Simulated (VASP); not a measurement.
TmHOs:

```
Tm H Os
1.0
     3.64692    0.00000    0.00000
     0.00000    3.64692    0.00000
     0.00000    0.00000    7.27982
Tm H Os
2 2 2
Cartesian
  1.8235 0.0000 4.9777
  0.0000 1.8235 2.3021
  0.0000 0.0000 3.6399
  1.8235 1.8235 3.6399
  0.0000 0.0000 0.0000
  1.8235 1.8235 0.0000
```

The cell was generated, and may not be a known phase.

| Quantity | Value |
| --- | --- |
| Program | VASP 6.6.1 |
| Task | relaxation of cell and atoms |
| Functional | PBE |
| Potentials or basis | VASP PAW PBE potentials, release 64 (Tm_3, H, Os), 4f in core |
| Cutoff | 600 eV |
| k mesh | 8 × 8 × 4 |
| Occupations | gaussian, width 0.1 eV |
| Spin | no spin polarisation |

At the start: pressure 0.2 GPa; volume 16.14 Å³/atom.

Q: Where does the relaxation end?

A: Over 10 steps the energy falls by 2.5 meV/atom and the volume is 16.09 Å³/atom (-0.3 %); space group P4/nmm (No. 129, to 0.1 Å) before and after.

The path:
```
step  energy change (eV)  largest force (eV/Å)  pressure (GPa)  volume (Å³)
   1              0.0000                0.1866            0.16        96.82
   2             -0.0095                0.1019           -0.35        97.04
   3             -0.0121                0.0210           -1.04        97.38
   4             -0.0129                0.0234           -0.81        97.27
   5             -0.0125                0.0776            0.93        96.00
   6             -0.0147                0.0501            0.00        96.66
   7             -0.0150                0.0255            0.00        96.60
   8             -0.0151                0.0106            0.00        96.56
   9             -0.0150                0.0190            0.01        96.49
  10             -0.0151                0.0000            0.02        96.53
```

Final structure:
```xyz
6
Lattice="3.6155 0.0000 0.0000 0.0000 3.6155 0.0000 0.0000 0.0000 7.3850" Properties=species:S:1:pos:R:3 pbc="T T T"
Tm    1.8077    0.0000    5.0223
Tm    0.0000    1.8077    2.3628
H     0.0000    0.0000    3.6925
H     1.8077    1.8077    3.6925
Os    0.0000    0.0000    0.0000
Os    1.8077    1.8077    0.0000
```
